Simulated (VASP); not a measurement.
Wanted: the native input for a VASP 6.6.1 run.

```yaml
Task: single point
Functional: PBE
Potentials_or_basis: VASP PAW PBE potentials, release 64 (B, N)
Cutoff: 600 eV
k_mesh: 10 × 10 × 10
Occupations: methfessel-paxton, width 0.05 eV
Spin: no spin polarisation
Dipole_correction: no
Further_INCAR_settings: ALGO = Normal; EDIFF = 1e-06; NBANDS = 11
```

The structure of BN (Qingsongite) lies in POSCAR:

```
BN
1.0
    0.0000000000      1.8156256637      1.8156256637
    1.8156256637      0.0000000000      1.8156256637
    1.8156256637      1.8156256637      0.0000000000
B N
1 1
Direct
    0.0000000000      0.0000000000      0.0000000000
    0.2500000000      0.2500000000      0.2500000000
```

One way to write it, as run:

INCAR

```
PREC = Accurate
ENCUT = 600
EDIFF = 1E-6
ISMEAR = 1
SIGMA = 0.05
LREAL = False
LASPH = True
NELM = 120
ALGO = Normal
ISIF = 2
LWAVE = False
LCHARG = False
GGA = PE
NBANDS = 11
GGA_COMPAT = False
```

KPOINTS

```
Automatic mesh
0
Gamma
  10 10 10
```

Potentials or basis: VASP PAW PBE potentials, release 64 (B, N).

The run is started by

```sh
$ cat potpaw_PBE.64/B/POTCAR potpaw_PBE.64/N/POTCAR > POTCAR
$ mpirun -np 1 vasp_std > vasp.out
```

Results of the run:

```
Pressure               : -2.0 GPa
Band gap on the k mesh : 4.45 eV, indirect (least direct gap 8.76 eV)
```

It took 3.7 s on 1 thread of Intel(R) Xeon(R) 6975P-C (Granite Rapids) (shared host), peak memory 0.13 GiB.
